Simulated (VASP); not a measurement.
Wanted: the native input for a VASP 6.6.1 run.

```yaml
Task: single point
Functional: PBEsol
Potentials_or_basis: VASP PAW PBE potentials, release 64 (Te, Ti_sv)
Cutoff: 520 eV
k_mesh: 8 × 8 × 4
Occupations: fermi-dirac, width 0.05 eV
Spin: no spin polarisation
Hubbard_terms: Ti d U = 5.0 eV
Dipole_correction: no
Further_INCAR_settings: ALGO = Normal; EDIFF = 1e-06; NBANDS = 19
```

The structure of TiTe2 lies in POSCAR:

```
TiTe2
1.0
    3.7770000000      0.0000000000      0.0000000000
   -1.8885000000      3.2709779501      0.0000000000
    0.0000000000      0.0000000000      6.4980000000
Te Ti
2 1
Direct
    0.3333333333      0.6666666667      0.7372000000
    0.6666666667      0.3333333333      0.2628000000
    0.0000000000      0.0000000000      0.0000000000
```

One way to write it, as run:

INCAR

```
ALGO = Normal
EDIFF = 1E-6
ENCUT = 520
GGA = PS
ISIF = 2
ISMEAR = -1
LASPH = True
LCHARG = False
LDAU = True
LDAUJ = 0 0
LDAUL = -1 2
LDAUPRINT = 1
LDAUTYPE = 2
LDAUU = 0 5
LMAXMIX = 4
LREAL = False
LWAVE = False
NBANDS = 19
NELM = 150
PREC = Accurate
SIGMA = 0.05
```

KPOINTS

```
k-points
0
Gamma
  8 8 4
```

Potentials or basis: VASP PAW PBE potentials, release 64 (Te, Ti_sv).

Command:

```bash
$ cat potpaw_PBE.64/Te/POTCAR potpaw_PBE.64/Ti_sv/POTCAR > POTCAR
$ mpirun -np 1 vasp_std > vasp.out
```

It gave:

The pressure is 1.0 GPa. The largest force is 0.093 eV/Å. The band gap on the k mesh is zero (band 12 reaches 7.62 eV, above the bottom of band 13 at 6.94 eV).

Caveat: the PAW data sets were made with another functional, which shifts forces and pressure a little; spin-orbit coupling is left out, which moves the levels of the heavy elements; this functional lacks dispersion, which binds the layers, so the pressure and a relaxed spacing across them are unreliable; U without spin polarisation on a metal has little footing; the U is typed as a test and isn't derived for this compound.

Wall time 23 s on 1 thread of Intel(R) Xeon(R) 6975P-C (Granite Rapids), with other jobs on the host, peak memory 0.21 GiB.
